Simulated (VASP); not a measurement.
# Sb: single point with LDA

Crystal: Sb.

```xyz
1
Lattice="3.1600 0.0000 0.0000 0.0000 3.1600 0.0000 0.0000 0.0000 3.1600" Properties=species:S:1:pos:R:3 pbc="T T T"
Sb    0.0000    0.0000    0.0000
```

```json
{
 "Program": "VASP 6.6.1",
 "Task": "single point",
 "Functional": "LDA",
 "Potentials or basis": "VASP PAW LDA potentials, release 64 (Sb)",
 "Cutoff": "520 eV",
 "k mesh": "8 × 8 × 8",
 "Occupations": "fermi-dirac, width 0.05 eV",
 "Spin": "no spin polarisation",
 "Dipole correction": "no",
 "Further INCAR settings": "ALGO = Normal; EDIFF = 1e-06; NBANDS = 8"
}
```

The pressure is -5.6 GPa.

Levels at points of the mesh, in eV from the Fermi level:
| k point | band 1 | band 2 | band 3 | band 4 | band 5 | band 6 | band 7 |
| --- | --- | --- | --- | --- | --- | --- | --- |
| (0.00, 0.00, 0.00) | -11.93 | 3.14 | 3.14 | 3.14 | 6.91 | 6.91 | 7.91 |
| (0.50, 0.00, 0.00) | -9.73 | -5.12 | 4.95 | 4.95 | 8.79 | 10.46 | 11.05 |
| (0.50, 0.50, 0.00) | -7.42 | -3.22 | -3.22 | 2.46 | 6.74 | 12.12 | 12.75 |
| (0.50, 0.50, 0.50) | -4.90 | -1.44 | -1.44 | -1.44 | 4.98 | 4.98 | 4.98 |

Wall time 3 s on 1 thread of Intel(R) Xeon(R) Platinum 8488C (Sapphire Rapids), on a shared host, peak memory 0.12 GiB.

Caveat: spin-orbit coupling is left out, which moves the levels of the heavy elements.
